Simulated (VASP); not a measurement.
A run of VASP 6.6.1:

File INCAR:

```
PREC = Accurate
ENCUT = 520
EDIFF = 1E-7
ISMEAR = 0
SIGMA = 0.2
LREAL = False
LASPH = True
NELM = 100
ALGO = Normal
ISIF = 2
LWAVE = False
LCHARG = True
GGA = PE
LELF = True
LVHAR = True
NBANDS = 28
```

Contents of KPOINTS:

```
Automatic mesh
0
Gamma
  6 6 6
```

File POSCAR:

```
Sn2Pb
1.0
   -2.0988721022      2.0988721022      5.0363894085
    2.0988721022     -2.0988721022      5.0363894085
    2.0988721022      2.0988721022     -5.0363894085
Sn Pb
2 1
Direct
    0.3297581234      0.3297581234      0.0000000000
    0.6702418766      0.6702418766      0.0000000000
    0.0000000000      0.0000000000      0.0000000000
```

Potentials or basis: VASP PAW PBE potentials, release 64 (Sn_d, Pb_d).

Command:

```bash
$ cat potpaw_PBE.64/Sn_d/POTCAR potpaw_PBE.64/Pb_d/POTCAR > POTCAR
$ mpirun -np 1 vasp_std > vasp.out
```

Hardware: 1 thread of Intel(R) Xeon(R) Platinum 8259CL CPU @ 2.50GHz (Skylake/Cascade Lake), on a shared host.

**Question.** How long does it take, and how much memory?

**Answer.** Run time: 100 s on 1 thread of Intel(R) Xeon(R) Platinum 8259CL CPU @ 2.50GHz (Skylake/Cascade Lake) (shared host), peak memory 0.34 GiB. Counts: scf iterations 13, k points 30.
